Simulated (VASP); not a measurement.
# GaSb (F-43m) in VASP: further runs

GaSb is run at these levels: r2SCAN; tasks: single point.

Everything below comes from runs of VASP 6.6.1. Logs are shortened: lines on timing, memory, paths and dates and some standing lists are left out, and cuts for length are marked.

**1. The cell of the first run**

Symmetry: F-43m, No. 216, cubic system. The conventional cell has a = 6.132 Å, b = 6.132 Å, c = 6.132 Å, α = 90.00°, β = 90.00°, γ = 90.00°. Ga (site symmetry -43m) has 4 Sb at 2.66 Å within 3.5 Å. Sb (site symmetry -43m) has 4 Ga at 2.66 Å within 3.5 Å.

**2. Single point, r2SCAN**

Input file POSCAR:

```
GaSb
1.0
    0.0000000000      3.0658788000      3.0658788000
    3.0658788000      0.0000000000      3.0658788000
    3.0658788000      3.0658788000      0.0000000000
Ga Sb
1 1
Direct
    0.0000000000      0.0000000000      0.0000000000
    0.2500000000      0.2500000000      0.2500000000
```

Input file INCAR.step1:

```
SYSTEM = GaSb
PREC = Accurate
ENCUT = 550
ISMEAR = -1
SIGMA = 0.02
LREAL = .False.
LASPH = .True.
NELM = 120
NBANDS = 21
GGA = PE
ALGO = Normal
EDIFF = 1E-5
LWAVE = .True.
LCHARG = .False.
GGA_COMPAT = .False.
```

Input file INCAR.step2:

```
SYSTEM = GaSb
PREC = Accurate
ENCUT = 550
EDIFF = 1E-6
ISMEAR = -1
SIGMA = 0.02
LREAL = .False.
LASPH = .True.
NELM = 120
ALGO = Normal
ISIF = 2
LWAVE = .False.
LCHARG = .False.
METAGGA = R2SCAN
LMIXTAU = .True.
NBANDS = 21
ISTART = 1
GGA_COMPAT = .False.
```

Input file KPOINTS:

```
regular mesh
0
Gamma
  8 8 8
  0 0 0
```

Potentials or basis: VASP PAW PBE potentials, release 64 (Ga_d, Sb_d_GW).

Run with:

```
$ cat potpaw_PBE.64/Ga_d/POTCAR potpaw_PBE.64/Sb_d_GW/POTCAR > POTCAR
$ cp INCAR.step1 INCAR
$ mpirun -np 1 vasp_std > vasp.out
$ cp INCAR.step2 INCAR
$ mpirun -np 1 vasp_std > vasp.out
```

OUTCAR:

```text
SYSTEM = GaSb
   PREC = Accurate
   ENCUT = 550
   EDIFF = 1E-6
   ISMEAR = -1
   LREAL = .False.
   LASPH = .True.
   NELM = 120
   ISIF = 2
   METAGGA = R2SCAN
   ISTART = 1

 ion  position               nearest neighbor table
   1  0.000  0.000  0.000-   2 2.66   2 2.66   2 2.66   2 2.66
   2  0.250  0.250  0.250-   1 2.66   1 2.66   1 2.66   1 2.66

  LATTYP: Found a face centered cubic cell.
 ALAT       =     6.1317576000

  Lattice vectors:

 A1 = (   0.0000000000,   3.0658788000,   3.0658788000)
 A2 = (   3.0658788000,   0.0000000000,   3.0658788000)
 A3 = (   3.0658788000,   3.0658788000,   0.0000000000)

Analysis of symmetry for initial positions (statically):
=====================================================================
 Subroutine PRICEL returns:
 Original cell was already a primitive cell.

 Routine SETGRP: Setting up the symmetry group for a
 face centered cubic supercell.

 Subroutine GETGRP returns: Found 24 space group operations
 (whereof 24 operations were pure point group operations)
 out of a pool of 48 trial point group operations.

The static configuration has the point symmetry T_d .

Analysis of symmetry for dynamics (positions and initial velocities):
=====================================================================
 Subroutine PRICEL returns:
 Original cell was already a primitive cell.

 Routine SETGRP: Setting up the symmetry group for a
 face centered cubic supercell.

 Subroutine GETGRP returns: Found 24 space group operations
 (whereof 24 operations were pure point group operations)
 out of a pool of 48 trial point group operations.

The dynamic configuration has the point symmetry T_d .

 Subroutine INISYM returns: Found 24 space group operations
 (whereof 24 operations are pure point group operations),
 and found     1 'primitive' translations

----------------------------------------------------------------------------------------

                                     Primitive cell

  volume of cell :      57.6361

  direct lattice vectors                    reciprocal lattice vectors
     0.000000000  3.065878800  3.065878800    -0.163085377  0.163085377  0.163085377
     3.065878800  0.000000000  3.065878800     0.163085377 -0.163085377  0.163085377
     3.065878800  3.065878800  0.000000000     0.163085377  0.163085377 -0.163085377

  length of vectors
     4.335807380  4.335807380  4.335807380     0.282472159  0.282472159  0.282472159

  position of ions in fractional coordinates (direct lattice)
     0.000000000  0.000000000  0.000000000
     0.250000000  0.250000000  0.250000000

  ion indices of the primitive-cell ions
   primitive index   ion index
                 1           1
                 2           2

----------------------------------------------------------------------------------------

 KPOINTS: regular mesh

Automatic generation of k-mesh.
 Grid dimensions read from file:
 generate k-points for:    8    8    8

 Generating k-lattice:

  Cartesian coordinates                     Fractional coordinates (reciprocal lattice)
    -0.020385672  0.020385672  0.020385672     0.125000000  0.000000000  0.000000000
     0.020385672 -0.020385672  0.020385672     0.000000000  0.125000000  0.000000000
     0.020385672  0.020385672 -0.020385672     0.000000000  0.000000000  0.125000000

  Length of vectors
     0.035309020  0.035309020  0.035309020

  Shift w.r.t. Gamma in fractional coordinates (k-lattice)
     0.000000000  0.000000000  0.000000000

 Subroutine IBZKPT returns following result:
 ===========================================

 Found     29 irreducible k-points:

 Following reciprocal coordinates:
            Coordinates               Weight
  0.000000  0.000000  0.000000      1.000000
  0.125000  0.000000  0.000000      8.000000
  0.250000  0.000000  0.000000      8.000000
  0.375000  0.000000  0.000000      8.000000
  0.500000  0.000000  0.000000      4.000000
  0.125000  0.125000  0.000000      6.000000
[... 16 lines left out ...]
  0.500000  0.250000  0.125000     48.000000
 -0.375000  0.250000  0.125000     24.000000
 [... further k-points ...]
   k-points           NKPTS =     29   k-points in BZ     NKDIM =     29   number of bands    NBANDS=     21
   number of dos      NEDOS =    301   number of ions     NIONS =      2
   total plane-waves  NPLWV =  46656
   dimension x,y,z NGX =    36 NGY =   36 NGZ =   36
   dimension x,y,z NGXF=    72 NGYF=   72 NGZF=   72
   ions per type =               1   1
   NGX,Y,Z   is equivalent  to a cutoff of  13.80, 13.80, 13.80 a.u.
   NGXF,Y,Z  is equivalent  to a cutoff of  27.61, 27.61, 27.61 a.u.
 SYSTEM =  GaSb
   PREC   = accura    normal or accurate (medium, high low for compatibility)
   ISTART =      1    job   : 0-new  1-cont  2-samecut
   ICHARG =      0    charge: 1-file 2-atom 10-const
   ISPIN  =      1    spin polarized calculation?
   LNONCOLLINEAR =      F non collinear calculations
   LSORBIT =      F    spin-orbit coupling
   LASPH  =      T    aspherical Exc in radial PAW
   ENCUT  =  550.0 eV  40.42 Ry    6.36 a.u.   8.29  8.29  8.29*2*pi/ulx,y,z
   NELM   =    120;   NELMIN=  2; NELMDL=  0     # of ELM steps
   EDIFF  = 0.1E-05   stopping-criterion for ELM
   LREAL  =      F    real-space projection
   EDIFFG = 0.1E-04   stopping-criterion for IOM
   NSW    =      0    number of steps for IOM
   IBRION =     -1    ionic relax: 0-MD 1-quasi-New 2-CG
   NFREE  =      0    steps in history (QN), initial steepest desc. (CG)
   ISIF   =      2    stress and relaxation
   ISYM   =      2    0-nonsym 1-usesym 2-fastsym
   POTIM  = 0.5000    time-step for ionic-motion
   TEBEG  =    0.0;   TEEND  =   0.0 temperature during run
   PSTRESS=    0.0 pullay stress
   NELECT =      28.0000    total number of electrons
   NUPDOWN=      -1.0000    fix difference up-down
   EMIN   =  10.00;   EMAX   =-10.00  energy-range for DOS
   EFERMI =   0.00;   METHOD = LEGACY
   ISMEAR =    -1;   SIGMA  =   0.02  broadening in eV -4-tet -1-fermi 0-gaus
   EFERMI_NEDOS =   21; number of points for ismear=-14 and -15
   IALGO  =     38    algorithm
   IMIX   =      4    mixing-type and parameters
     AMIX     =   0.40;   BMIX     =  1.00
     AMIX_MAG =   1.60;   BMIX_MAG =  1.00
  volume/ion in A,a.u.               =      28.82       194.47
  Fermi-wavevector in a.u.,A,eV,Ry     =   1.286953  2.431988 22.534606  1.656247
  Thomas-Fermi vector in A             =   2.418996
   LORBIT       =      0    0 simple, 1 ext, 2 COOP (PROOUT), +10 PAW based schemes
   METAGGA = R2SCAN    functional components
   LHFCALC =     F    Hartree Fock is set to
   AEXX    =    0.0000 exact exchange contribution
   IVDW    =     0    specifies the selected vdW correction
   LEPSILON=     F    determine dielectric tensor
   LRPA    =     F    only Hartree local field effects (RPA)
 non-spin polarized calculation
  energy-cutoff  :      550.00
  volume of cell :       57.64
 maximum number of plane-waves:      1708
 NGX is ok and might be reduce to    36
   NGX = 17   NGY = 17   NGZ = 17

 number of electron      28.0000005 magnetization

 Free energy of the ion-electron system (eV)
  ---------------------------------------------------
  ext. energy  EPLUGINS =         0.00000000
  ---------------------------------------------------
  free energy    TOTEN  =       -37.63313739 eV

  energy without entropy =      -37.63313724  energy(sigma->0) =      -37.63313731

 E-fermi :   3.8141     XC(G=0): -10.0383

 val. band max:        3.6049125352   @ k =   0.0000   0.0000   0.0000
 cond. band min:       4.0012617554   @ k =   0.0000   0.0000   0.0000
 fundamental gap:      0.3963492201
 Fermi energy:         3.8140761253

 k-point     1 :       0.0000    0.0000    0.0000
  band No.  band energies     occupation
      1     -25.8691      2.00000
      2     -25.8691      2.00000
      3     -25.8691      2.00000
      4     -25.8436      2.00000
      5     -25.8436      2.00000
      6     -11.8731      2.00000
[... 13 lines left out ...]
     20      12.7965      0.00000
     21      12.7965      0.00000

 k-point     2 :       0.1250    0.0000    0.0000
  band No.  band energies     occupation
      1     -25.8690      2.00000
      2     -25.8686      2.00000
      3     -25.8686      2.00000
      4     -25.8436      2.00000
      5     -25.8436      2.00000
      6     -11.8776      2.00000
[... 13 lines left out ...]
     20      11.9509      0.00000
     21      11.9509      0.00000

 k-point     3 :       0.2500    0.0000    0.0000
  band No.  band energies     occupation
      1     -25.8687      2.00000
      2     -25.8675      2.00000
      3     -25.8675      2.00000
      4     -25.8432      2.00000
      5     -25.8432      2.00000
      6     -11.8882      2.00000
[... 13 lines left out ...]
     20      11.7226      0.00000
     21      11.7226      0.00000

 k-point     4 :       0.3750    0.0000    0.0000
  band No.  band energies     occupation
      1     -25.8685      2.00000
      2     -25.8664      2.00000
      3     -25.8664      2.00000
      4     -25.8429      2.00000
      5     -25.8429      2.00000
      6     -11.8984      2.00000
[... 13 lines left out ...]
     20      12.7390      0.00000
     21      12.7390      0.00000

 k-point     5 :       0.5000    0.0000    0.0000
  band No.  band energies     occupation
      1     -25.8684      2.00000
      2     -25.8660      2.00000
      3     -25.8660      2.00000
      4     -25.8427      2.00000
      5     -25.8427      2.00000
      6     -11.9026      2.00000
[... 13 lines left out ...]
     20      14.1656      0.00000
     21      14.1656      0.00000
[... 382 lines left out ...]
     20      15.0444      0.00000
     21      15.7791      0.00000

 k-point    22 :       0.3750    0.2500    0.1250
  band No.  band energies     occupation
      1     -25.8697      2.00000
      2     -25.8661      2.00000
      3     -25.8658      2.00000
      4     -25.8441      2.00000
      5     -25.8422      2.00000
      6     -11.8989      2.00000
[... 13 lines left out ...]
     20      13.2613      0.00000
     21      13.5336      0.00000

 k-point    23 :       0.5000    0.2500    0.1250
  band No.  band energies     occupation
      1     -25.8689      2.00000
      2     -25.8659      2.00000
      3     -25.8647      2.00000
      4     -25.8438      2.00000
      5     -25.8420      2.00000
      6     -11.9060      2.00000
[... 13 lines left out ...]
     20      12.9429      0.00000
     21      14.4457      0.00000

 k-point    24 :      -0.3750    0.2500    0.1250
  band No.  band energies     occupation
      1     -25.8682      2.00000
      2     -25.8662      2.00000
      3     -25.8643      2.00000
      4     -25.8434      2.00000
      5     -25.8421      2.00000
      6     -11.9087      2.00000
[... 13 lines left out ...]
     20      13.9080      0.00000
     21      14.4321      0.00000

 [... further k-points ...]

------------------------ aborting loop because EDIFF is reached ----------------------------------------

  FORCE on cell =-STRESS in cart. coord.  units (eV):
  Direction    XX          YY          ZZ          XY          YZ          ZX
  --------------------------------------------------------------------------------------
  -------------------------------------------------------------------------------------
  Total        0.0008376      0.0008376      0.0008376      0.0000000     -0.0000000      0.0000000
  in kB        0.0232846      0.0232846      0.0232846      0.0000000     -0.0000000      0.0000000
  external PRESSURE =       0.0232846 kB  Pullay stress =       0.0000000 kB

 VOLUME and BASIS-vectors are now :
 -----------------------------------------------------------------------------
  energy-cutoff  :      550.00
  volume of cell :       57.64
      direct lattice vectors                 reciprocal lattice vectors
     0.000000000  3.065878800  3.065878800    -0.163085377  0.163085377  0.163085377
     3.065878800  0.000000000  3.065878800     0.163085377 -0.163085377  0.163085377
     3.065878800  3.065878800  0.000000000     0.163085377  0.163085377 -0.163085377

 POSITION                                       TOTAL-FORCE (eV/Angst)
 -----------------------------------------------------------------------------------
      0.00000      0.00000      0.00000        -0.000000     -0.000000     -0.000000
      1.53294      1.53294      1.53294         0.000000      0.000000      0.000000
 -----------------------------------------------------------------------------------
    total drift:                                0.000000      0.000000     -0.000000

  FREE ENERGIE OF THE ION-ELECTRON SYSTEM (eV)
  ---------------------------------------------------
  free  energy   TOTEN  =       -37.6331373855 eV

  energy  without entropy=      -37.6331372387  energy(sigma->0) =      -37.63313731
```

It took 1.9 min on 1 thread of Intel Xeon Platinum 8559C (Emerald Rapids), shared host; peak memory 0.25 GiB.

What came out:

```
Free energy            : -37.6331 eV
Pressure               : 0.0 GPa
Band gap on the k mesh : 0.40 eV, direct
```

Caveat: the PAW data sets were made with another functional, which shifts forces and pressure a little; spin-orbit coupling is left out, which moves the levels of the heavy elements.

**3. Single point, r2SCAN**

POSCAR is that of step 2.

Input file INCAR.step1:

```
PREC = Accurate
ENCUT = 550
ISMEAR = -1
SIGMA = 0.02
LREAL = F
LASPH = T
NELM = 120
NBANDS = 21
GGA = PE
ALGO = Normal
EDIFF = 1E-5
LWAVE = T
LCHARG = F
GGA_COMPAT = F
```

Input file INCAR.step2:

```
PREC = Accurate
ENCUT = 550
EDIFF = 1E-6
ISMEAR = -1
SIGMA = 0.02
LREAL = F
LASPH = T
NELM = 120
ALGO = Normal
ISIF = 2
LWAVE = F
LCHARG = T
METAGGA = R2SCAN
LMIXTAU = T
LELF = T
LVHAR = T
NBANDS = 21
ISTART = 1
GGA_COMPAT = F
```

Input file KPOINTS:

```
regular mesh
0
Gamma
  6 6 6
```

Potentials or basis: VASP PAW PBE potentials, release 64 (Ga_d, Sb_d_GW).

Run with:

```
$ cat potpaw_PBE.64/Ga_d/POTCAR potpaw_PBE.64/Sb_d_GW/POTCAR > POTCAR
$ cp INCAR.step1 INCAR
$ mpirun -np 1 vasp_std > vasp.out
$ cp INCAR.step2 INCAR
$ mpirun -np 1 vasp_std > vasp.out
```

It took 1.9 min on 1 thread of Intel Xeon 6975P-C (Granite Rapids), shared host; peak memory 0.23 GiB.

The run converged. Its results:

| Item | Value |
| --- | --- |
| Free energy | -37.6117 eV |
| Pressure | 0.0 GPa |
| Band gap on the k mesh | 0.40 eV, direct |

Levels at points of the mesh, in eV from the valence-band top:
```tsv
k point	band 11	band 12	band 13	band 14	band 15	band 16	band 17	band 18
(0.00, 0.00, 0.00)	-11.88	0.00	0.00	0.00	0.40	2.99	2.99	2.99
(0.50, 0.00, 0.00)	-10.18	-6.54	-1.20	-1.20	0.67	4.03	4.03	6.93
(0.50, 0.50, 0.00)	-9.31	-7.00	-2.67	-2.67	1.13	1.50	9.25	9.25
```

Caveat: the PAW data sets were made with another functional, which shifts forces and pressure a little; spin-orbit coupling is left out, which moves the levels of the heavy elements. A k mesh can miss the band edges.

**4. Single point, r2SCAN (volume changed by -3%)**

Input file POSCAR:

```
GaSb
1.0
    0.0000000000      3.0349082098      3.0349082098
    3.0349082098      0.0000000000      3.0349082098
    3.0349082098      3.0349082098      0.0000000000
Ga Sb
1 1
Direct
    0.0000000000      0.0000000000      0.0000000000
    0.2500000000      0.2500000000      0.2500000000
```

Input file INCAR.step1:

```
SYSTEM = GaSb
  ALGO = Normal
  EDIFF = 1E-5
  ENCUT = 550
  GGA = PE
  GGA_COMPAT = .FALSE.
  ISMEAR = -1
  LASPH = .TRUE.
  LCHARG = .FALSE.
  LREAL = .FALSE.
  LWAVE = .TRUE.
  NBANDS = 21
  NELM = 120
  PREC = Accurate
  SIGMA = 0.02
```

Input file INCAR.step2:

```
SYSTEM = GaSb
  ALGO = Normal
  EDIFF = 1E-6
  ENCUT = 550
  GGA_COMPAT = .FALSE.
  ISIF = 2
  ISMEAR = -1
  ISTART = 1
  LASPH = .TRUE.
  LCHARG = .TRUE.
  LELF = .TRUE.
  LMIXTAU = .TRUE.
  LREAL = .FALSE.
  LVHAR = .TRUE.
  LWAVE = .FALSE.
  METAGGA = R2SCAN
  NBANDS = 21
  NELM = 120
  PREC = Accurate
  SIGMA = 0.02
```

Input file KPOINTS:

```
k-points
0
G
  6 6 6
  0 0 0
```

Run with:

```
$ cat potpaw_PBE.64/Ga_d/POTCAR potpaw_PBE.64/Sb_d_GW/POTCAR > POTCAR
$ cp INCAR.step1 INCAR
$ mpirun -np 1 vasp_std > vasp.out
$ cp INCAR.step2 INCAR
$ mpirun -np 1 vasp_std > vasp.out
```

Run time: 99 s. Hardware: 1 thread of Intel Xeon Platinum 8259CL at 2.50GHz (Skylake/Cascade Lake), shared host; peak memory 0.23 GiB.

The run converged. Its results:

```
Free energy            : -37.6018 eV
Pressure               : 1.8 GPa
Band gap on the k mesh : 0.63 eV, direct
```

Levels at points of the mesh, in eV from the valence-band top:
| k point | band 10 | band 11 | band 12 | band 13 | band 14 | band 15 | band 16 | band 17 | band 18 | band 19 |
| --- | --- | --- | --- | --- | --- | --- | --- | --- | --- | --- |
| (0.00, 0.00, 0.00) | -15.48 | -12.10 | 0.00 | 0.00 | 0.00 | 0.63 | 2.98 | 2.98 | 2.98 | 6.39 |
| (0.50, 0.00, 0.00) | -15.48 | -10.32 | -6.70 | -1.25 | -1.25 | 0.74 | 4.03 | 4.03 | 6.92 | 10.14 |
| (0.50, 0.50, 0.00) | -15.48 | -9.40 | -7.15 | -2.78 | -2.78 | 1.10 | 1.44 | 9.47 | 9.47 | 11.02 |

Caveat: the PAW data sets were made with another functional, which shifts forces and pressure a little; spin-orbit coupling is left out, which moves the levels of the heavy elements. A k mesh can miss the band edges.

**5. Single point, r2SCAN (volume changed by +3%)**

Input file POSCAR:

```
GaSb
1.0
    0.0000000000      3.0962360099      3.0962360099
    3.0962360099      0.0000000000      3.0962360099
    3.0962360099      3.0962360099      0.0000000000
Ga Sb
1 1
Direct
    0.0000000000      0.0000000000      0.0000000000
    0.2500000000      0.2500000000      0.2500000000
```

Input file INCAR.step1:

```
SYSTEM = GaSb
PREC = Accurate
ENCUT = 550
ISMEAR = -1
SIGMA = 0.02
LREAL = .False.
LASPH = .True.
NELM = 120
NBANDS = 21
GGA = PE
ALGO = Normal
EDIFF = 1E-5
LWAVE = .True.
LCHARG = .False.
GGA_COMPAT = .False.
```

Input file INCAR.step2:

```
SYSTEM = GaSb
PREC = Accurate
ENCUT = 550
EDIFF = 1E-6
ISMEAR = -1
SIGMA = 0.02
LREAL = .False.
LASPH = .True.
NELM = 120
ALGO = Normal
ISIF = 2
LWAVE = .False.
LCHARG = .False.
METAGGA = R2SCAN
LMIXTAU = .True.
NBANDS = 21
ISTART = 1
GGA_COMPAT = .False.
```

Input file KPOINTS:

```
regular mesh
0
Gamma
  6 6 6
  0 0 0
```

Run with:

```
$ cat potpaw_PBE.64/Ga_d/POTCAR potpaw_PBE.64/Sb_d_GW/POTCAR > POTCAR
$ cp INCAR.step1 INCAR
$ mpirun -np 1 vasp_std > vasp.out
$ cp INCAR.step2 INCAR
$ mpirun -np 1 vasp_std > vasp.out
```

Wall time 1.7 min (1 thread of AMD EPYC 9R45 (Zen 5), shared host); peak memory 0.2 GiB.

The run converged. Its results:

| Property | Result |
| --- | --- |
| Free energy | -37.6039 eV |
| Pressure | -1.5 GPa |
| Band gap on the k mesh | 0.17 eV, direct |

Levels at points of the mesh, in eV from the valence-band top:
```csv
k point,band 12,band 13,band 14,band 15,band 16,band 17
"(0.00, 0.00, 0.00)",0.00,0.00,0.00,0.17,3.00,3.00
"(0.50, 0.00, 0.00)",-6.39,-1.15,-1.15,0.60,4.03,4.03
"(0.50, 0.50, 0.00)",-6.87,-2.56,-2.56,1.16,1.55,9.05
```

Caveat: the PAW data sets were made with another functional, which shifts forces and pressure a little; spin-orbit coupling is left out, which moves the levels of the heavy elements. A k mesh can miss the band edges.

**6. Summary**

| cell | k mesh | gap on the mesh (eV) | pressure (GPa) |
| --- | --- | --- | --- |
| a = 4.336 Å, angles 60.0°, 2 atoms | 8 × 8 × 8 | 0.40 | 0.0 |
| a = 4.336 Å, angles 60.0°, 2 atoms | 6 × 6 × 6 | 0.40 | 0.0 |
| a = 4.292 Å, angles 60.0°, 2 atoms | 6 × 6 × 6 | 0.63 | 1.8 |
| a = 4.379 Å, angles 60.0°, 2 atoms | 6 × 6 × 6 | 0.17 | -1.5 |

Alike in all rows: task single point; level r2SCAN; potentials or basis VASP PAW PBE potentials, release 64 (Ga_d, Sb_d_GW); no spin polarisation; cutoff (eV) 550; smearing fermi-dirac 0.02 eV.

Caveats: the PAW data sets were made with another functional, which shifts forces and pressure a little; spin-orbit coupling is left out, which moves the levels of the heavy elements.

Absolute energies hang on the potentials; compare differences alone.
